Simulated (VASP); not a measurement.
# GaP (I-4m2) in VASP: single point with LDA

Aim: the single point of GaP with LDA.

Everything below comes from runs of VASP 6.6.1. Logs are shortened: lines on timing, memory, paths and dates and some standing lists are left out, and cuts for length are marked.

## Step 1: The cell of the first run

Symmetry: I-4m2, No. 119, tetragonal system. Conventional cell: a = 3.792 Å, b = 3.792 Å, c = 5.631 Å, α = 90.00°, β = 90.00°, γ = 90.00°. Within 3.1 Å of Ga (site symmetry -4m2) lie 4 P at 2.36 Å. P (site symmetry -4m2) has 4 Ga at 2.36 Å within 3.1 Å.

## Step 2: Single point, LDA

The input, INCAR:

```
SYSTEM = GaP
PREC = Accurate
ENCUT = 520
EDIFF = 1E-6
ISMEAR = 0
SIGMA = 0.05
LREAL = .False.
LASPH = .True.
NELM = 60
ALGO = Normal
ISIF = 2
LWAVE = .False.
LCHARG = .False.
NBANDS = 16
```

The input, KPOINTS:

```
Automatic mesh
0
Gamma
  10 10 10
  0 0 0
```

The input, POSCAR:

```
GaP
1.0
    0.0000000000      2.6812866671      2.8153510004
    2.6812866671      0.0000000000      2.8153510004
    2.6812866671      2.6812866671      0.0000000000
Ga P
1 1
Direct
    0.0000000000      0.0000000000      0.0000000000
    0.7500000000      0.7500000000      0.7500000000
```

Potentials or basis: VASP PAW LDA potentials, release 64 (Ga_d, P).

Run with:

```
$ cat potpaw_LDA.64/Ga_d/POTCAR potpaw_LDA.64/P/POTCAR > POTCAR
$ mpirun -np 1 vasp_std > vasp.out
```

OUTCAR:

```text
SYSTEM = GaP
   PREC = Accurate
   ENCUT = 520
   EDIFF = 1E-6
   ISMEAR = 0
   LREAL = .False.
   LASPH = .True.
   NELM = 60
   ISIF = 2

 ion  position               nearest neighbor table
   1  0.000  0.000  0.000-   2 2.36   2 2.36   2 2.36   2 2.36
   2  0.750  0.750  0.750-   1 2.36   1 2.36   1 2.36   1 2.36

  LATTYP: Found a body centered tetragonal cell.
 ALAT       =     3.7919119692
 C/A-ratio  =     1.4849242405

  Lattice vectors:

 A1 = (  -2.6812866671,   0.0000000000,   2.8153510004)
 A2 = (   2.6812866671,   0.0000000000,   2.8153510004)
 A3 = (   0.0000000000,   2.6812866671,  -2.8153510004)

Analysis of symmetry for initial positions (statically):
=====================================================================
 Subroutine PRICEL returns:
 Original cell was already a primitive cell.

 Routine SETGRP: Setting up the symmetry group for a
 body centered tetragonal supercell.

 Subroutine GETGRP returns: Found  8 space group operations
 (whereof  8 operations were pure point group operations)
 out of a pool of 16 trial point group operations.

The static configuration has the point symmetry D_2d.

Analysis of symmetry for dynamics (positions and initial velocities):
=====================================================================
 Subroutine PRICEL returns:
 Original cell was already a primitive cell.

 Routine SETGRP: Setting up the symmetry group for a
 body centered tetragonal supercell.

 Subroutine GETGRP returns: Found  8 space group operations
 (whereof  8 operations were pure point group operations)
 out of a pool of 16 trial point group operations.

The dynamic configuration has the point symmetry D_2d.

 Subroutine INISYM returns: Found  8 space group operations
 (whereof  8 operations are pure point group operations),
 and found     1 'primitive' translations

----------------------------------------------------------------------------------------

                                     Primitive cell

  volume of cell :      40.4808

  direct lattice vectors                    reciprocal lattice vectors
     0.000000000  2.681286667  2.815351000    -0.186477636  0.186477636  0.177597749
     2.681286667  0.000000000  2.815351000     0.186477636 -0.186477636  0.177597749
     2.681286667  2.681286667  0.000000000     0.186477636  0.186477636 -0.177597749

  length of vectors
     3.887865667  3.887865667  3.791911969     0.317944615  0.317944615  0.317944615

  position of ions in fractional coordinates (direct lattice)
     0.000000000  0.000000000  0.000000000
     0.750000000  0.750000000  0.750000000

[... 73 lines left out ...]
   LASPH  =      T    aspherical Exc in radial PAW
   ENCUT  =  520.0 eV  38.22 Ry    6.18 a.u.   7.23  7.23  7.05*2*pi/ulx,y,z
   NELM   =     60;   NELMIN=  2; NELMDL= -5     # of ELM steps
   EDIFF  = 0.1E-05   stopping-criterion for ELM
   LREAL  =      F    real-space projection
   EDIFFG = 0.1E-04   stopping-criterion for IOM
   NSW    =      0    number of steps for IOM
   IBRION =     -1    ionic relax: 0-MD 1-quasi-New 2-CG
   NFREE  =      0    steps in history (QN), initial steepest desc. (CG)
   ISIF   =      2    stress and relaxation
   ISYM   =      2    0-nonsym 1-usesym 2-fastsym
   POTIM  = 0.5000    time-step for ionic-motion
   TEBEG  =    0.0;   TEEND  =   0.0 temperature during run
   PSTRESS=    0.0 pullay stress
   NELECT =      18.0000    total number of electrons
   NUPDOWN=      -1.0000    fix difference up-down
   EMIN   =  10.00;   EMAX   =-10.00  energy-range for DOS
   EFERMI =   0.00;   METHOD = LEGACY
   ISMEAR =     0;   SIGMA  =   0.05  broadening in eV -4-tet -1-fermi 0-gaus
   EFERMI_NEDOS =   21; number of points for ismear=-14 and -15
   IALGO  =     38    algorithm
   IMIX   =      4    mixing-type and parameters
     AMIX     =   0.40;   BMIX     =  1.00
     AMIX_MAG =   1.60;   BMIX_MAG =  1.00
  volume/ion in A,a.u.               =      20.24       136.59
  Fermi-wavevector in a.u.,A,eV,Ry     =   1.249538  2.361284 21.243377  1.561344
  Thomas-Fermi vector in A             =   2.383574
   LORBIT       =      0    0 simple, 1 ext, 2 COOP (PROOUT), +10 PAW based schemes
   GGA     = CA    functional components
   LHFCALC =     F    Hartree Fock is set to
   AEXX    =    0.0000 exact exchange contribution
   IVDW    =     0    specifies the selected vdW correction
   LEPSILON=     F    determine dielectric tensor
   LRPA    =     F    only Hartree local field effects (RPA)
 non-spin polarized calculation
 Gauss-broadening in eV      SIGMA  =   0.05
  energy-cutoff  :      520.00
  volume of cell :       40.48
 maximum number of plane-waves:      1102
 NGX is ok and might be reduce to    30
   NGX = 15   NGY = 15   NGZ = 15

 number of electron      18.0000001 magnetization

 Free energy of the ion-electron system (eV)
  ---------------------------------------------------
  ext. energy  EPLUGINS =         0.00000000
  ---------------------------------------------------
  free energy    TOTEN  =       -10.42614070 eV

  energy without entropy =      -10.42614070  energy(sigma->0) =      -10.42614070

 E-fermi :   4.8562     XC(G=0): -10.1665

 val. band max:        4.6031061164   @ k =   0.0000   0.0000   0.0000
 cond. band min:       5.8206828121   @ k =   0.4000   0.0000   0.4000
 fundamental gap:      1.2175766956
 Fermi energy:         4.8562075147

 k-point     1 :       0.0000    0.0000    0.0000
  band No.  band energies     occupation
      1     -10.2103      2.00000
      2     -10.1960      2.00000
      3     -10.1960      2.00000
      4     -10.1062      2.00000
      5     -10.1013      2.00000
      6      -8.0001      2.00000
[... 433 lines left out ...]
      3     -10.1497      2.00000
      4     -10.1202      2.00000
      5     -10.0932      2.00000
      6      -6.1051      2.00000
[... 8 lines left out ...]
     15      16.4448      0.00000
     16      17.9110      0.00000

 [... further k-points ...]
[... 5 lines left out ...]
  --------------------------------------------------------------------------------------
  -------------------------------------------------------------------------------------
  Total       -0.3388300     -0.3388300     -1.3799225      0.0000000      0.0000000      0.0000000
  in kB      -13.4104528    -13.4104528    -54.6155407      0.0000000      0.0000000      0.0000000
  external PRESSURE =     -27.1454821 kB  Pullay stress =       0.0000000 kB

 VOLUME and BASIS-vectors are now :
 -----------------------------------------------------------------------------
  energy-cutoff  :      520.00
  volume of cell :       40.48
      direct lattice vectors                 reciprocal lattice vectors
     0.000000000  2.681286667  2.815351000    -0.186477636  0.186477636  0.177597749
     2.681286667  0.000000000  2.815351000     0.186477636 -0.186477636  0.177597749
     2.681286667  2.681286667  0.000000000     0.186477636  0.186477636 -0.177597749

 POSITION                                       TOTAL-FORCE (eV/Angst)
 -----------------------------------------------------------------------------------
      0.00000      0.00000      0.00000        -0.000000     -0.000000      0.000000
      4.02193      4.02193      4.22303         0.000000      0.000000      0.000000
 -----------------------------------------------------------------------------------
    total drift:                                0.000001      0.000001      0.000010

  FREE ENERGIE OF THE ION-ELECTRON SYSTEM (eV)
  ---------------------------------------------------
  free  energy   TOTEN  =       -10.4261407025 eV

  energy  without entropy=      -10.4261407025  energy(sigma->0) =      -10.42614070
```

stdout:

```text
POSCAR found type information on POSCAR GaP
 POSCAR found :  2 types and       2 ions
 scaLAPACK will be used
 LDA part: xc-table for (Slater(with rela. corr.)+CA(PZ))
 , standard interpolation
 POSCAR, INCAR and KPOINTS ok, starting setup
 FFT: planning ... GRIDC
 FFT: planning ... GRID_SOFT
 FFT: planning ... GRID
 WAVECAR not read
 entering main loop
```

Wall time 24 s (1 thread of Intel Xeon 6975P-C (Granite Rapids), shared host); peak memory 0.19 GiB.

What came out:

```yaml
Free_energy: -10.4261 eV
Pressure: -2.7 GPa
Band_gap_on_the_k_mesh: 1.22 eV, indirect (least direct gap 1.52 eV)
```

 A k mesh can miss the band edges.
